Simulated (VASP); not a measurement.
# Zr (P6_3/mmc) in VASP: a series of runs

The runs below take Zr through single point, with PBE.

Everything below comes from runs of VASP 6.6.1. Logs are shortened: lines on timing, memory, paths and dates and some standing lists are left out, and cuts for length are marked.

## 1. The cell of the first run

It takes space group P6_3/mmc (No. 194, hexagonal). The conventional cell has a = 3.232 Å, b = 3.232 Å, c = 5.198 Å, α = 90.00°, β = 90.00°, γ = 120.00°. Within 4.2 Å of Zr (site symmetry -6m2) lie 12 Zr at 3.20 to 3.23 Å.

## 2. Single point, PBE (zz strain of +1 %)

Contents of INCAR:

```
SYSTEM = Zr
  ALGO = Normal
  EDIFF = 1E-6
  ENCUT = 520
  GGA = PE
  ISIF = 2
  ISMEAR = -1
  LASPH = .TRUE.
  LCHARG = .TRUE.
  LELF = .TRUE.
  LREAL = .FALSE.
  LVHAR = .TRUE.
  LWAVE = .FALSE.
  NBANDS = 19
  NELM = 60
  PREC = Accurate
  SIGMA = 0.08
```

Contents of KPOINTS:

```
k-points
0
G
  13 13 7
  0 0 0
```

Contents of POSCAR:

```
Zr
1.0
    3.2319982225      0.0000000000      0.0000000000
   -1.6159991112      2.7989925656      0.0000000000
    0.0000000000      0.0000000000      5.1984700000
Zr
2
Direct
    0.3333333333      0.6666666667      0.2500000000
    0.6666666667      0.3333333333      0.7500000000
```

Potentials or basis: VASP PAW PBE potentials, release 64 (Zr_sv).

The run is started by

```
$ cat potpaw_PBE.64/Zr_sv/POTCAR > POTCAR
$ mpirun -np 1 vasp_std > vasp.out
```

OUTCAR:

```text
SYSTEM = Zr
   EDIFF = 1E-6
   ENCUT = 520
   GGA = PE
   ISIF = 2
   ISMEAR = -1
   LASPH = .TRUE.
   LREAL = .FALSE.
   NELM = 60
   PREC = Accurate

 ion  position               nearest neighbor table
   1  0.333  0.667  0.250-   2 3.20   2 3.20   2 3.20   2 3.20   2 3.20   2 3.20
   2  0.667  0.333  0.750-   1 3.20   1 3.20   1 3.20   1 3.20   1 3.20   1 3.20

  LATTYP: Found a hexagonal cell.
 ALAT       =     3.2319982225
 C/A-ratio  =     1.6084383846

  Lattice vectors:

 A1 = (   3.2319982225,   0.0000000000,   0.0000000000)
 A2 = (  -1.6159991112,   2.7989925656,   0.0000000000)
 A3 = (   0.0000000000,   0.0000000000,   5.1984700000)

Analysis of symmetry for initial positions (statically):
=====================================================================
 Subroutine PRICEL returns:
 Original cell was already a primitive cell.

 Routine SETGRP: Setting up the symmetry group for a
 hexagonal supercell.

 Subroutine GETGRP returns: Found 24 space group operations
 (whereof 12 operations were pure point group operations)
 out of a pool of 24 trial point group operations.

The static configuration has the point symmetry D_3d.
 The point group associated with its full space group is D_6h.

Analysis of symmetry for dynamics (positions and initial velocities):
=====================================================================
 Subroutine PRICEL returns:
 Original cell was already a primitive cell.

 Routine SETGRP: Setting up the symmetry group for a
 hexagonal supercell.

 Subroutine GETGRP returns: Found 24 space group operations
 (whereof 12 operations were pure point group operations)
 out of a pool of 24 trial point group operations.

The dynamic configuration has the point symmetry D_3d.
 The point group associated with its full space group is D_6h.

 Subroutine INISYM returns: Found 24 space group operations
 (whereof 12 operations are pure point group operations),
 and found     1 'primitive' translations

----------------------------------------------------------------------------------------

                                     Primitive cell

  volume of cell :      47.0271

  direct lattice vectors                    reciprocal lattice vectors
     3.231998223  0.000000000  0.000000000     0.309406111  0.178635701  0.000000000
    -1.615999111  2.798992566  0.000000000     0.000000000  0.357271403  0.000000000
     0.000000000  0.000000000  5.198470000     0.000000000  0.000000000  0.192364292

  length of vectors
     3.231998223  3.231998222  5.198470000     0.357271403  0.357271403  0.192364292

[... 68 lines left out ...]
   NGX,Y,Z   is equivalent  to a cutoff of  12.35, 12.35, 12.79 a.u.
   NGXF,Y,Z  is equivalent  to a cutoff of  24.69, 24.69, 25.58 a.u.
 SYSTEM =  Zr
   PREC   = accura    normal or accurate (medium, high low for compatibility)
   ISTART =      0    job   : 0-new  1-cont  2-samecut
   ICHARG =      2    charge: 1-file 2-atom 10-const
   ISPIN  =      1    spin polarized calculation?
   LNONCOLLINEAR =      F non collinear calculations
   LSORBIT =      F    spin-orbit coupling
   LASPH  =      T    aspherical Exc in radial PAW
   ENCUT  =  520.0 eV  38.22 Ry    6.18 a.u.   6.01  6.01  9.67*2*pi/ulx,y,z
   NELM   =     60;   NELMIN=  2; NELMDL= -5     # of ELM steps
   EDIFF  = 0.1E-05   stopping-criterion for ELM
   LREAL  =      F    real-space projection
   EDIFFG = 0.1E-04   stopping-criterion for IOM
   NSW    =      0    number of steps for IOM
   IBRION =     -1    ionic relax: 0-MD 1-quasi-New 2-CG
   NFREE  =      0    steps in history (QN), initial steepest desc. (CG)
   ISIF   =      2    stress and relaxation
   ISYM   =      2    0-nonsym 1-usesym 2-fastsym
   POTIM  = 0.5000    time-step for ionic-motion
   TEBEG  =    0.0;   TEEND  =   0.0 temperature during run
   PSTRESS=    0.0 pullay stress
   NELECT =      24.0000    total number of electrons
   NUPDOWN=      -1.0000    fix difference up-down
   EMIN   =  10.00;   EMAX   =-10.00  energy-range for DOS
   EFERMI =   0.00;   METHOD = LEGACY
   ISMEAR =    -1;   SIGMA  =   0.08  broadening in eV -4-tet -1-fermi 0-gaus
   EFERMI_NEDOS =   21; number of points for ismear=-14 and -15
   IALGO  =     38    algorithm
   IMIX   =      4    mixing-type and parameters
     AMIX     =   0.40;   BMIX     =  1.00
     AMIX_MAG =   1.60;   BMIX_MAG =  1.00
  volume/ion in A,a.u.               =      23.51       158.68
  Fermi-wavevector in a.u.,A,eV,Ry     =   1.308265  2.472263 23.287157  1.711558
  Thomas-Fermi vector in A             =   2.438944
   LORBIT       =      0    0 simple, 1 ext, 2 COOP (PROOUT), +10 PAW based schemes
   GGA     = PE    functional components
[... 5 lines left out ...]
 non-spin polarized calculation
  energy-cutoff  :      520.00
  volume of cell :       47.03
 maximum number of plane-waves:      1288
   NGX = 13   NGY = 13   NGZ = 19

 number of electron      24.0000001 magnetization

 Free energy of the ion-electron system (eV)
  ---------------------------------------------------
  ext. energy  EPLUGINS =         0.00000000
  ---------------------------------------------------
  free energy    TOTEN  =       -17.06196332 eV

  energy without entropy =      -17.01689703  energy(sigma->0) =      -17.03943017

 E-fermi :   8.8703     XC(G=0): -11.0369

 val. band max:        8.8672290418   @ k =   0.1538   0.0000   0.1429
 cond. band min:       8.8800083145   @ k =   0.3077   0.3077   0.2857
 fundamental gap:      0.0127792727
 Fermi energy:         8.8703158658

 k-point     1 :       0.0000    0.0000    0.0000
  band No.  band energies     occupation
      1     -39.9690      2.00000
      2     -39.8263      2.00000
      3     -18.4625      2.00000
      4     -17.6225      2.00000
      5     -17.6225      2.00000
      6     -17.5068      2.00000
[... 505 lines left out ...]
      6     -17.6623      2.00000
[... 11 lines left out ...]
     18      11.1412      0.00000
     19      13.5762      0.00000

 [... further k-points ...]
[... 5 lines left out ...]
  --------------------------------------------------------------------------------------
  -------------------------------------------------------------------------------------
  Total       -0.1047890     -0.1047890     -0.1885590     -0.0000000      0.0000000      0.0000000
  in kB       -3.5700807     -3.5700807     -6.4240593     -0.0000000      0.0000000      0.0000000
  external PRESSURE =      -4.5214069 kB  Pullay stress =       0.0000000 kB

 VOLUME and BASIS-vectors are now :
 -----------------------------------------------------------------------------
  energy-cutoff  :      520.00
  volume of cell :       47.03
      direct lattice vectors                 reciprocal lattice vectors
     3.231998223  0.000000000  0.000000000     0.309406111  0.178635701  0.000000000
    -1.615999111  2.798992566  0.000000000     0.000000000  0.357271403  0.000000000
     0.000000000  0.000000000  5.198470000     0.000000000  0.000000000  0.192364292

 POSITION                                       TOTAL-FORCE (eV/Angst)
 -----------------------------------------------------------------------------------
     -0.00000      1.86600      1.29962         0.000000      0.000000      0.000000
      1.61600      0.93300      3.89885        -0.000000      0.000000      0.000000
 -----------------------------------------------------------------------------------
    total drift:                               -0.000000      0.000000     -0.000000

  FREE ENERGIE OF THE ION-ELECTRON SYSTEM (eV)
  ---------------------------------------------------
  free  energy   TOTEN  =       -17.0619633193 eV

  energy  without entropy=      -17.0168970255  energy(sigma->0) =      -17.03943017
```

stdout:

```text
POSCAR found type information on POSCAR Zr
 POSCAR found :  1 types and       2 ions
 scaLAPACK will be used
 LDA part: xc-table for (Slater+PW92), standard interpolation
 POSCAR, INCAR and KPOINTS ok, starting setup
 FFT: planning ... GRIDC
 FFT: planning ... GRID_SOFT
 FFT: planning ... GRID
 WAVECAR not read
 entering main loop
```

Run time: 47 s. Hardware: 1 thread of Intel Xeon Platinum 8259CL at 2.50GHz (Skylake/Cascade Lake), shared host; peak memory 0.2 GiB.

What came out:

```yaml
Free_energy: -17.0620 eV
Pressure: -0.5 GPa
Band_gap_on_the_k_mesh: zero (band 12 reaches 9.76 eV, above the bottom of band 13 at 8.65 eV)
```

Caveat: the cell differs from its parent crystal (zz strain of +1 %).

## 3. Single point, PBE (zz strain of +2 %)

Changes to INCAR since step 2:

```diff
@@ -14,3 +14,3 @@
   NBANDS = 19
-  NELM = 60
+  NELM = 100
   PREC = Accurate
```

KPOINTS is that of step 2.

Changes to POSCAR since step 2:

```diff
@@ -4,3 +4,3 @@
    -1.6159991112      2.7989925656      0.0000000000
-    0.0000000000      0.0000000000      5.1984700000
+    0.0000000000      0.0000000000      5.2499400000
 Zr
```

Potentials or basis: VASP PAW PBE potentials, release 64 (Zr_sv).

The run is started by

```
$ cat potpaw_PBE.64/Zr_sv/POTCAR > POTCAR
$ mpirun -np 1 vasp_std > vasp.out
```

Run time: 51 s. Hardware: 1 thread of Intel Xeon Platinum 8259CL at 2.50GHz (Skylake/Cascade Lake), shared host; peak memory 0.19 GiB.

It converged, with:

```yaml
Free_energy: -17.0580 eV
Pressure: -1.4 GPa
Band_gap_on_the_k_mesh: zero (band 12 reaches 9.67 eV, above the bottom of band 13 at 8.54 eV)
```

Stress tensor (GPa, compression positive):
```
-0.99  0.00  0.00
 0.00 -0.99  0.00
 0.00  0.00 -2.17
```

Levels at points of the mesh, in eV from the Fermi level:
| k point | band 8 | band 9 | band 10 | band 11 | band 12 | band 13 | band 14 | band 15 | band 16 | band 17 |
| --- | --- | --- | --- | --- | --- | --- | --- | --- | --- | --- |
| (0.00, 0.00, 0.00) | -26.38 | -5.60 | -2.97 | 0.86 | 0.91 | 0.91 | 0.97 | 1.54 | 1.54 | 2.26 |

Caveat: the cell differs from its parent crystal (zz strain of +2 %).

## 4. Single point, PBE (zz strain of +3 %)

Contents of INCAR:

```
SYSTEM = Zr
  ALGO = Normal
  EDIFF = 1E-7
  ENCUT = 520
  GGA = PE
  ISIF = 2
  ISMEAR = -1
  LASPH = .TRUE.
  LCHARG = .FALSE.
  LREAL = .FALSE.
  LWAVE = .FALSE.
  NBANDS = 19
  NELM = 80
  PREC = Accurate
  SIGMA = 0.08
```

KPOINTS is that of step 3.

Changes to POSCAR since step 3:

```diff
@@ -4,3 +4,3 @@
    -1.6159991112      2.7989925656      0.0000000000
-    0.0000000000      0.0000000000      5.2499400000
+    0.0000000000      0.0000000000      5.3014100000
 Zr
```

The run is started by

```
$ cat potpaw_PBE.64/Zr_sv/POTCAR > POTCAR
$ mpirun -np 1 vasp_std > vasp.out
```

Run time: 57 s. Hardware: 1 thread of Intel Xeon Platinum 8259CL at 2.50GHz (Skylake/Cascade Lake), shared host; peak memory 0.19 GiB.

It converged, with:

| Property | Result |
| --- | --- |
| Free energy | -17.0497 eV |
| Pressure | -2.3 GPa |
| Band gap on the k mesh | zero (band 12 reaches 9.51 eV, above the bottom of band 13 at 8.44 eV) |

Stress tensor (GPa, compression positive):
```
-1.62  0.00  0.00
 0.00 -1.62  0.00
 0.00  0.00 -3.65
```

Levels at points of the mesh, in eV from the Fermi level:
```
           k point  band 9  band 10  band 11  band 12  band 13  band 14  band 15  band 16
(0.00, 0.00, 0.00)   -5.58    -2.95     0.79     0.87     0.93     0.93     1.53     1.53
```

Caveat: the cell differs from its parent crystal (zz strain of +3 %).

## 5. Single point, PBE (equal xx and yy strain of -3 %)

Contents of INCAR:

```
PREC = Accurate
ENCUT = 520
EDIFF = 1E-7
ISMEAR = -1
SIGMA = 0.08
LREAL = False
LASPH = True
NELM = 60
ALGO = Normal
ISIF = 2
LWAVE = False
LCHARG = False
GGA = PE
NBANDS = 19
```

Contents of KPOINTS:

```
Automatic mesh
0
Gamma
  13 13 7
```

Contents of POSCAR:

```
Zr
1.0
    3.1350382758      0.0000000000      0.0000000000
   -1.5675191379      2.7150227886      0.0000000000
    0.0000000000      0.0000000000      5.1470000000
Zr
2
Direct
    0.3333333333      0.6666666667      0.2500000000
    0.6666666667      0.3333333333      0.7500000000
```

The run is started by

```
$ cat potpaw_PBE.64/Zr_sv/POTCAR > POTCAR
$ mpirun -np 1 vasp_std > vasp.out
```

Run time: 92 s. Hardware: 1 thread of Intel Xeon 8259CL, shared host; peak memory 0.16 GiB.

The run converged. Its results:

| Quantity | Value |
| --- | --- |
| Free energy | -16.9976 eV |
| Pressure | 6.7 GPa |
| Band gap on the k mesh | zero (band 12 reaches 10.61 eV, above the bottom of band 13 at 9.50 eV) |

Stress tensor (GPa, compression positive):
```
7.23 0.00 0.00
0.00 7.23 0.00
0.00 0.00 5.62
```

Levels at points of the mesh, in eV from the Fermi level:
```tsv
k point	band 10	band 11	band 12	band 13	band 14	band 15
(0.00, 0.00, 0.00)	-3.18	0.79	0.95	0.95	1.19	1.63
```

Caveat: the cell differs from its parent crystal (equal xx and yy strain of -3 %).

## 6. Summary

| cell | gap on the mesh (eV) | pressure (GPa) |
| --- | --- | --- |
| a = 3.232, b = 3.232, c = 5.198 Å, angles 90.0, 90.0, 120.0°, 2 atoms | none | -0.5 |
| a = 3.232, b = 3.232, c = 5.250 Å, angles 90.0, 90.0, 120.0°, 2 atoms | none | -1.4 |
| a = 3.232, b = 3.232, c = 5.301 Å, angles 90.0, 90.0, 120.0°, 2 atoms | none | -2.3 |
| a = 3.135, b = 3.135, c = 5.147 Å, angles 90.0, 90.0, 120.0°, 2 atoms | none | 6.7 |

Alike in all rows: task single point; level PBE; potentials or basis VASP PAW PBE potentials, release 64 (Zr_sv); no spin polarisation; k mesh 13 × 13 × 7; cutoff (eV) 520; smearing fermi-dirac 0.08 eV.

Total energies depend on the potentials used, so only differences within one code and one set of settings carry meaning.
